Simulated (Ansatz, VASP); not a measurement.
## Cl in VASP and in Ansatz

```xyz
4
Lattice="3.0726 -2.1977 0.0000 3.0726 2.1977 0.0000 0.0000 0.0000 8.1537" Properties=species:S:1:pos:R:3 pbc="T T T"
Cl    3.0726   -1.6540    0.8358
Cl    3.0727   -0.5437    4.9126
Cl    3.0726    1.6540    7.3179
Cl    3.0726    0.5437    3.2411
```

Alike in both runs: task relaxation of cell and atoms; functional PBEsol; k mesh 5 × 5 × 2; occupations fermi-dirac, width 0.05 eV; no spin polarisation.

```csv
,VASP,Ansatz
version,VASP 6.6.1,Ansatz 0.2.0
potentials or method,"VASP PAW PBE potentials, release 64 (Cl), cutoff 600 eV","plane waves (420 eV) with PAW, scalar-relativistic"
valence electrons in the cell,28,28
```

Ansatz gave:

```
gap on the k mesh at the Fermi level, each at its own relaxed structure (eV) : 2.03
relaxed volume (Å³/atom)                                                     : 26.98
relaxed cell length with the largest relative difference (Å)                 : 3.974
```

Question: What did VASP give for the same quantities?

Answer: gap on the k mesh at the Fermi level, each at its own relaxed structure (eV): 2.14; relaxed volume (Å³/atom): 27.08; relaxed cell length with the largest relative difference (Å): 3.962.

VASP's potentials were made for PBE, not for PBEsol, and Ansatz warns of the same on its side.
